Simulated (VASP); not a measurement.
# Ru (P6_3/mmc) in VASP: notebook

Runs on Ru. Level: PBEsol. Tasks: single point.

Everything below comes from runs of VASP 6.6.1. Logs are shortened: lines on timing, memory, paths and dates and some standing lists are left out, and cuts for length are marked.

## (1) The cell of the first run

Symmetry: P6_3/mmc, No. 194, hexagonal system. Conventional cell: a = 2.824 Å, b = 2.824 Å, c = 4.358 Å, α = 90.00°, β = 90.00°, γ = 120.00°. Within 3.6 Å of Ru (site symmetry -6m2) lie 12 Ru at 2.72 to 2.82 Å.

## (2) Single point, PBEsol (strain +0.050 along x and y, +0.025 along z)

INCAR reads:

```
ALGO     = Fast           # electronic algorithm
EDIFF    = 1E-6           # SCF threshold, eV
ENCUT    = 520            # plane-wave cutoff, eV
GGA      = PS             # functional
ISIF     = 2              # what is computed and relaxed
ISMEAR   = 0              # smearing method
LASPH    = T              # aspherical terms in the spheres
LCHARG   = F              # write CHGCAR
LREAL    = F              # projectors in reciprocal space
LWAVE    = F              # write WAVECAR
NBANDS   = 21             # bands
NELM     = 80             # most SCF steps
PREC     = Accurate       # precision mode
SIGMA    = 0.15           # smearing width, eV
```

KPOINTS reads:

```
k-points
0
Gamma
  24 24 14
```

POSCAR reads:

```
Ru
1.0
    2.8240001996      0.0000000000      0.0000000000
   -1.4120000998      2.4456559131      0.0000000000
    0.0000000000      0.0000000000      4.3582189746
Ru
2
Direct
    0.3333333333      0.6666666667      0.2500000000
    0.6666666667      0.3333333333      0.7500000000
```

Potentials or basis: VASP PAW PBE potentials, release 64 (Ru_pv).

The run is started by

```
> cat potpaw_PBE.64/Ru_pv/POTCAR > POTCAR
> mpirun -np 1 vasp_std > vasp.out
```

OUTCAR:

```text
EDIFF = 1E-6
   ENCUT = 520
   GGA = PS
   ISIF = 2
   ISMEAR = 0
   LASPH = T
   LREAL = F
   NELM = 80
   PREC = Accurate

 ion  position               nearest neighbor table
   1  0.333  0.667  0.250-   2 2.72   2 2.72   2 2.72   2 2.72   2 2.72   2 2.72
   2  0.667  0.333  0.750-   1 2.72   1 2.72   1 2.72   1 2.72   1 2.72   1 2.72

  LATTYP: Found a hexagonal cell.
 ALAT       =     2.8240001996
 C/A-ratio  =     1.5432785646

  Lattice vectors:

 A1 = (   2.8240001996,   0.0000000000,   0.0000000000)
 A2 = (  -1.4120000998,   2.4456559131,   0.0000000000)
 A3 = (   0.0000000000,   0.0000000000,   4.3582189746)

Analysis of symmetry for initial positions (statically):
=====================================================================
 Subroutine PRICEL returns:
 Original cell was already a primitive cell.

 Routine SETGRP: Setting up the symmetry group for a
 hexagonal supercell.

 Subroutine GETGRP returns: Found 24 space group operations
 (whereof 12 operations were pure point group operations)
 out of a pool of 24 trial point group operations.

The static configuration has the point symmetry D_3d.
 The point group associated with its full space group is D_6h.

Analysis of symmetry for dynamics (positions and initial velocities):
=====================================================================
 Subroutine PRICEL returns:
 Original cell was already a primitive cell.

 Routine SETGRP: Setting up the symmetry group for a
 hexagonal supercell.

 Subroutine GETGRP returns: Found 24 space group operations
 (whereof 12 operations were pure point group operations)
 out of a pool of 24 trial point group operations.

The dynamic configuration has the point symmetry D_3d.
 The point group associated with its full space group is D_6h.

 Subroutine INISYM returns: Found 24 space group operations
 (whereof 12 operations are pure point group operations),
 and found     1 'primitive' translations

----------------------------------------------------------------------------------------

                                     Primitive cell

  volume of cell :      30.1002

  direct lattice vectors                    reciprocal lattice vectors
     2.824000200  0.000000000  0.000000000     0.354107624  0.204444132  0.000000000
    -1.412000100  2.445655913  0.000000000     0.000000000  0.408888264  0.000000000
     0.000000000  0.000000000  4.358218975     0.000000000  0.000000000  0.229451527

  length of vectors
     2.824000200  2.824000200  4.358218975     0.408888264  0.408888264  0.229451527

  position of ions in fractional coordinates (direct lattice)
     0.333333333  0.666666667  0.250000000
     0.666666667  0.333333333  0.750000000

  ion indices of the primitive-cell ions
   primitive index   ion index
                 1           1
                 2           2

----------------------------------------------------------------------------------------

 KPOINTS: k-points

Automatic generation of k-mesh.
 Grid dimensions read from file:
 generate k-points for:   24   24   14

 Generating k-lattice:

  Cartesian coordinates                     Fractional coordinates (reciprocal lattice)
     0.014754484  0.008518505  0.000000000     0.041666667 -0.000000000  0.000000000
     0.000000000  0.017037011  0.000000000     0.000000000  0.041666667  0.000000000
     0.000000000  0.000000000  0.016389395     0.000000000  0.000000000  0.071428571

  Length of vectors
     0.017037011  0.017037011  0.016389395

  Shift w.r.t. Gamma in fractional coordinates (k-lattice)
     0.000000000  0.000000000  0.000000000

 Subroutine IBZKPT returns following result:
 ===========================================

 Found    488 irreducible k-points:

 Following reciprocal coordinates:
            Coordinates               Weight
  0.000000  0.000000  0.000000      1.000000
  0.041667 -0.000000  0.000000      6.000000
  0.083333  0.000000  0.000000      6.000000
  0.125000  0.000000  0.000000      6.000000
  0.166667  0.000000  0.000000      6.000000
  0.208333  0.000000  0.000000      6.000000
[... 16 lines left out ...]
  0.416667  0.041667  0.000000     12.000000
  0.458333  0.041667  0.000000     12.000000
 [... further k-points ...]
   k-points           NKPTS =    488   k-points in BZ     NKDIM =    488   number of bands    NBANDS=     21
   number of dos      NEDOS =    301   number of ions     NIONS =      2
   total plane-waves  NPLWV =  18432
   dimension x,y,z NGX =    24 NGY =   24 NGZ =   32
   dimension x,y,z NGXF=    48 NGYF=   48 NGZF=   64
   ions per type =               2
   NGX,Y,Z   is equivalent  to a cutoff of  14.13, 14.13, 12.21 a.u.
   NGXF,Y,Z  is equivalent  to a cutoff of  28.26, 28.26, 24.41 a.u.
 SYSTEM =  unknown system
   PREC   = accura    normal or accurate (medium, high low for compatibility)
   ISTART =      0    job   : 0-new  1-cont  2-samecut
   ICHARG =      2    charge: 1-file 2-atom 10-const
   ISPIN  =      1    spin polarized calculation?
   LNONCOLLINEAR =      F non collinear calculations
   LSORBIT =      F    spin-orbit coupling
   LASPH  =      T    aspherical Exc in radial PAW
   ENCUT  =  520.0 eV  38.22 Ry    6.18 a.u.   5.25  5.25  8.10*2*pi/ulx,y,z
   NELM   =     80;   NELMIN=  2; NELMDL= -5     # of ELM steps
   EDIFF  = 0.1E-05   stopping-criterion for ELM
   LREAL  =      F    real-space projection
   EDIFFG = 0.1E-04   stopping-criterion for IOM
   NSW    =      0    number of steps for IOM
   IBRION =     -1    ionic relax: 0-MD 1-quasi-New 2-CG
   NFREE  =      0    steps in history (QN), initial steepest desc. (CG)
   ISIF   =      2    stress and relaxation
   ISYM   =      2    0-nonsym 1-usesym 2-fastsym
   POTIM  = 0.5000    time-step for ionic-motion
   TEBEG  =    0.0;   TEEND  =   0.0 temperature during run
   PSTRESS=    0.0 pullay stress
   NELECT =      28.0000    total number of electrons
   NUPDOWN=      -1.0000    fix difference up-down
   EMIN   =  10.00;   EMAX   =-10.00  energy-range for DOS
   EFERMI =   0.00;   METHOD = LEGACY
   ISMEAR =     0;   SIGMA  =   0.15  broadening in eV -4-tet -1-fermi 0-gaus
   EFERMI_NEDOS =   21; number of points for ismear=-14 and -15
   IALGO  =     68    algorithm
   IMIX   =      4    mixing-type and parameters
     AMIX     =   0.40;   BMIX     =  1.00
     AMIX_MAG =   1.60;   BMIX_MAG =  1.00
  volume/ion in A,a.u.               =      15.05       101.56
  Fermi-wavevector in a.u.,A,eV,Ry     =   1.598102  3.019975 34.748323  2.553930
  Thomas-Fermi vector in A             =   2.695604
   LORBIT       =      0    0 simple, 1 ext, 2 COOP (PROOUT), +10 PAW based schemes
   GGA     = PS    functional components
   LHFCALC =     F    Hartree Fock is set to
   AEXX    =    0.0000 exact exchange contribution
   IVDW    =     0    specifies the selected vdW correction
   LEPSILON=     F    determine dielectric tensor
   LRPA    =     F    only Hartree local field effects (RPA)
 non-spin polarized calculation
 RMM-DIIS sequential band-by-band and
 Gauss-broadening in eV      SIGMA  =   0.15
  energy-cutoff  :      520.00
  volume of cell :       30.10
 maximum number of plane-waves:       824
 NGX is ok and might be reduce to    24
   NGX = 11   NGY = 11   NGZ = 17

 number of electron      28.0000003 magnetization

 Free energy of the ion-electron system (eV)
  ---------------------------------------------------
  ext. energy  EPLUGINS =         0.00000000
  ---------------------------------------------------
  free energy    TOTEN  =       -19.96340843 eV

  energy without entropy =      -19.94054200  energy(sigma->0) =      -19.95197522

 E-fermi :  10.9136     XC(G=0): -13.6501

 val. band max:       10.9101941839   @ k =   0.2500   0.2083   0.0000
 cond. band min:      10.9156408161   @ k =   0.3333   0.0833   0.2857
 fundamental gap:      0.0054466323
 Fermi energy:        10.9136401170

 k-point     1 :       0.0000    0.0000    0.0000
  band No.  band energies     occupation
      1     -32.3750      2.00000
      2     -31.7064      2.00000
      3     -31.7064      2.00000
      4     -31.5654      2.00000
      5     -31.5654      2.00000
      6     -31.5146      2.00000
[... 13 lines left out ...]
     20      21.3197      0.00000
     21      21.3291      0.00000

 k-point     2 :       0.0417   -0.0000    0.0000
  band No.  band energies     occupation
      1     -32.3707      2.00000
      2     -31.7146      2.00000
      3     -31.7094      2.00000
      4     -31.5740      2.00000
      5     -31.5664      2.00000
      6     -31.5169      2.00000
[... 13 lines left out ...]
     20      21.3190      0.00000
     21      21.3289      0.00000

 k-point     3 :       0.0833    0.0000    0.0000
  band No.  band energies     occupation
      1     -32.3580      2.00000
      2     -31.7384      2.00000
      3     -31.7180      2.00000
      4     -31.5992      2.00000
      5     -31.5694      2.00000
      6     -31.5237      2.00000
[... 13 lines left out ...]
     20      21.3190      0.00000
     21      21.3286      0.00000

 k-point     4 :       0.1250    0.0000    0.0000
  band No.  band energies     occupation
      1     -32.3373      2.00000
      2     -31.7763      2.00000
      3     -31.7314      2.00000
      4     -31.6390      2.00000
      5     -31.5745      2.00000
      6     -31.5351      2.00000
[... 13 lines left out ...]
     20      21.3191      0.00000
     21      21.3280      0.00000

 k-point     5 :       0.1667    0.0000    0.0000
  band No.  band energies     occupation
      1     -32.3092      2.00000
      2     -31.8259      2.00000
      3     -31.7485      2.00000
      4     -31.6902      2.00000
      5     -31.5814      2.00000
      6     -31.5508      2.00000
[... 13 lines left out ...]
     20      21.3188      0.00000
     21      21.3272      0.00000
[... 382 lines left out ...]
     20      20.7551      0.00000
     21      24.1800      0.00000

 k-point    22 :       0.3750    0.0417    0.0000
  band No.  band energies     occupation
      1     -32.1361      2.00000
      2     -32.0809      2.00000
      3     -31.9945      2.00000
      4     -31.8520      2.00000
      5     -31.7016      2.00000
      6     -31.6350      2.00000
[... 13 lines left out ...]
     20      20.9651      0.00000
     21      23.4901      0.00000

 k-point    23 :       0.4167    0.0417    0.0000
  band No.  band energies     occupation
      1     -32.1675      2.00000
      2     -32.0463      2.00000
      3     -32.0224      2.00000
      4     -31.8627      2.00000
      5     -31.7285      2.00000
      6     -31.6403      2.00000
[... 13 lines left out ...]
     20      21.6452      0.00000
     21      22.9826      0.00000

 k-point    24 :       0.4583    0.0417    0.0000
  band No.  band energies     occupation
      1     -32.1838      2.00000
      2     -32.0368      2.00000
      3     -32.0258      2.00000
      4     -31.8682      2.00000
      5     -31.7450      2.00000
      6     -31.6431      2.00000
[... 13 lines left out ...]
     20      22.0539      0.00000
     21      22.7097      0.00000

 [... further k-points ...]

------------------------ aborting loop because EDIFF is reached ----------------------------------------

  FORCE on cell =-STRESS in cart. coord.  units (eV):
  Direction    XX          YY          ZZ          XY          YZ          ZX
  --------------------------------------------------------------------------------------
  -------------------------------------------------------------------------------------
  Total       -6.1780102     -6.1780102     -5.2579974     -0.0000000     -0.0000000      0.0000000
  in kB     -328.8441179   -328.8441179   -279.8735272     -0.0000000     -0.0000000      0.0000000
  external PRESSURE =    -312.5205877 kB  Pullay stress =       0.0000000 kB

 VOLUME and BASIS-vectors are now :
 -----------------------------------------------------------------------------
  energy-cutoff  :      520.00
  volume of cell :       30.10
      direct lattice vectors                 reciprocal lattice vectors
     2.824000200  0.000000000  0.000000000     0.354107624  0.204444132  0.000000000
    -1.412000100  2.445655913  0.000000000     0.000000000  0.408888264  0.000000000
     0.000000000  0.000000000  4.358218975     0.000000000  0.000000000  0.229451527

 POSITION                                       TOTAL-FORCE (eV/Angst)
 -----------------------------------------------------------------------------------
     -0.00000      1.63044      1.08955         0.000000      0.000000      0.000000
      1.41200      0.81522      3.26866        -0.000000     -0.000000      0.000000
 -----------------------------------------------------------------------------------
    total drift:                               -0.000000      0.000000     -0.000000

  FREE ENERGIE OF THE ION-ELECTRON SYSTEM (eV)
  ---------------------------------------------------
  free  energy   TOTEN  =       -19.9634084285 eV

  energy  without entropy=      -19.9405420020  energy(sigma->0) =      -19.95197522
```

Run time: 6.7 min. Hardware: 1 thread of Intel Xeon 8259CL, shared host; peak memory 0.34 GiB.

Results:

```
Free energy            : -19.9634 eV
Pressure               : -31.3 GPa
Band gap on the k mesh : zero (bands 14 and 15 overlap by 2.74 eV)
```

Caveat: the cell differs from its parent crystal (strain +0.050 along x and y, +0.025 along z); the cell stands under tension; the PAW data sets were made with another functional, which shifts forces and pressure a little.

## (3) Single point, PBEsol (strain +0.050 along x and y, +0.050 along z)

INCAR reads:

```
SYSTEM = Ru
PREC     = Accurate       ! precision mode
ENCUT    = 520            ! plane-wave cutoff, eV
EDIFF    = 1E-7           ! SCF threshold, eV
ISMEAR   = 0              ! smearing method
SIGMA    = 0.15           ! smearing width, eV
LREAL    = .False.        ! projectors in reciprocal space
LASPH    = .True.         ! aspherical terms in the spheres
NELM     = 100            ! most SCF steps
ALGO     = Fast           ! electronic algorithm
ISIF     = 2              ! what is computed and relaxed
LWAVE    = .False.        ! write WAVECAR
LCHARG   = .False.        ! write CHGCAR
GGA      = PS             ! functional
NBANDS   = 21             ! bands
```

KPOINTS reads:

```
Automatic mesh
0
Gamma
  24 24 14
  0 0 0
```

POSCAR: that of step 2 with these lines changed.

```diff
@@ -4,3 +4,3 @@
    -1.4120000998      2.4456559131      0.0000000000
-    0.0000000000      0.0000000000      4.3582189746
+    0.0000000000      0.0000000000      4.4645169983
 Ru
```

Potentials or basis: VASP PAW PBE potentials, release 64 (Ru_pv).

The run is started by

```
> cat potpaw_PBE.64/Ru_pv/POTCAR > POTCAR
> mpirun -np 1 vasp_std > vasp.out
```

It took 7.7 min on 1 thread of Intel Xeon 8259CL, shared host; peak memory 0.35 GiB.

Results (log left out):

```yaml
Free_energy: -19.8132 eV
Pressure: -35.6 GPa
Band_gap_on_the_k_mesh: zero (bands 14 and 15 overlap by 2.60 eV)
```

Stress tensor (GPa, compression positive):
```
-34.70   0.00   0.00
  0.00 -34.70   0.00
  0.00   0.00 -37.51
```

Levels at points of the mesh, in eV from the Fermi level:
```
           k point  band 12  band 13  band 14  band 15  band 16  band 17
(0.00, 0.00, 0.00)    -1.59    -1.59    -1.16    -1.16     0.97     0.97
(0.50, 0.00, 0.00)    -1.60    -1.29     1.14     1.48     1.55     3.42
(0.00, 0.00, 0.50)    -2.29    -2.29    -2.29     0.43     0.43     0.43
(0.50, 0.00, 0.50)    -0.88     0.36     0.36     1.35     1.35     2.93
```

Caveat: the cell differs from its parent crystal (strain +0.050 along x and y, +0.050 along z); the cell stands under tension; the PAW data sets were made with another functional, which shifts forces and pressure a little.
